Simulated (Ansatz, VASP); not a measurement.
# InSe in VASP and in Ansatz

INCAR

```
SYSTEM = InSe
  ALGO = Normal
  EDIFF = 1E-6
  ENCUT = 520
  GGA = PS
  ISIF = 2
  ISMEAR = 0
  LASPH = .True.
  LCHARG = .True.
  LELF = .True.
  LREAL = .False.
  LVHAR = .True.
  LWAVE = .False.
  NBANDS = 48
  NELM = 100
  PREC = Accurate
  SIGMA = 0.05
```

Contents of KPOINTS:

```
k-points
0
Gamma
  6 7 3
  0 0 0
```

Contents of POSCAR:

```
InSe
1.0
    1.6051187225      0.0000000000     -4.2720903381
    0.0000000000      4.1105485099      0.0000000000
   10.7867816795      0.0000000000      2.5526644231
In Se
4 4
Direct
    0.7024276677      0.0000000000      0.3858026583
    0.0024276677      0.5000000000      0.8858026583
   -0.1024276677      0.0000000000      0.6141973417
    0.5975723323      0.5000000000      0.1141973417
   -0.0446540384      0.0000000000      0.1547212196
    0.2553459616      0.5000000000      0.6547212196
    0.6446540384      0.0000000000      0.8452787804
    0.3446540384      0.5000000000      0.3452787804
```

Input for Ansatz:

```yaml
crystal:
  lattice:
    - [1.6051187225, 0.0, -4.2720903381]
    - [0.0, 4.1105485099, 0.0]
    - [10.7867816795, 0.0, 2.5526644231]
  atoms:
    - { symbol: In, position: [0.7024276677, 0.0, 0.3858026583] }
    - { symbol: In, position: [0.0024276677, 0.5, 0.8858026583] }
    - { symbol: In, position: [-0.1024276677, 0.0, 0.6141973417] }
    - { symbol: In, position: [0.5975723323, 0.5, 0.1141973417] }
    - { symbol: Se, position: [-0.0446540384, 0.0, 0.1547212196] }
    - { symbol: Se, position: [0.2553459616, 0.5, 0.6547212196] }
    - { symbol: Se, position: [0.6446540384, 0.0, 0.8452787804] }
    - { symbol: Se, position: [0.3446540384, 0.5, 0.3452787804] }
basis:
  ecutwfc: 420
kpoints:
  mp_grid: { grid: [6, 7, 3] }
hamiltonian:
  xc: pbesol
scf:
  occupations: { method: gaussian, width: 0.05 }
output:
  forces: true
  stress: true
  eigenvalues: true
```

Alike in both runs: task single point; functional PBEsol; k mesh 6 × 7 × 3; occupations gaussian, width 0.05 eV; no spin polarisation.

|  | VASP | Ansatz |
| --- | --- | --- |
| version | VASP 6.6.1 | Ansatz 0.2.0 |
| potentials or method | VASP PAW PBE potentials, release 64 (In_d, Se), cutoff 520 eV | scalar-relativistic, plane waves, PAW |
| valence electrons in the cell | 76 | 116 |

VASP gave:

```
gap on the k mesh at the Fermi level (eV)                     : none
pressure (GPa)                                                : 1.0
traceless stress, the component that is largest in VASP (GPa) : 1.56
rms of the force components (eV/Å)                            : 0.184
```

**Question.** Which values does Ansatz return?

**Answer.** gap on the k mesh at the Fermi level (eV): none; pressure (GPa): 1.0; traceless stress, the component that is largest in VASP (GPa): 1.55; rms of the force components (eV/Å): 0.180.

VASP's potentials were made for PBE, not for PBEsol. Atom by atom the forces differ by 0.009 eV/Å (rms over components). A gap of «none» marks a metal or a gap that the smearing closes. VASP's potentials hold 76 valence electrons a cell and Ansatz's 116, so a difference there can come from the potentials and not from the codes.
